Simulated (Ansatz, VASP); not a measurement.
## HgMo: VASP beside Ansatz

```
Hg Mo
1.0
     3.29402    0.00000    0.00000
     0.00000    3.29402    0.00000
     0.00000    0.00000    3.29402
Hg Mo
1 1
Cartesian
  0.0000 0.0000 0.0000
  1.6470 1.6470 1.6470
```

Alike in both runs: functional PBE; k mesh 16 × 16 × 16; occupations gaussian, width 0.1 eV; no spin polarisation.

Ansatz relaxed the structure, and its values are those at the end. VASP's run is a single point on that final structure, the one shown.

```csv
,VASP,Ansatz
version,VASP 6.6.1,Ansatz 0.2.0
potentials or method,"VASP PAW PBE potentials, release 64 (Hg_sv_GW, Mo_sv), cutoff 500 eV","scalar-relativistic, plane waves, PAW"
valence electrons in the cell,34,34
```

Ansatz gave:

* gap on the k mesh at the Fermi level (eV): none
* pressure (GPa): 0.0

Q: What did VASP give for the same quantities?

A: gap on the k mesh at the Fermi level (eV): none; pressure (GPa): -0.7.

A gap of «none» marks a metal or a gap that the smearing closes.

Spin-orbit coupling is off throughout.
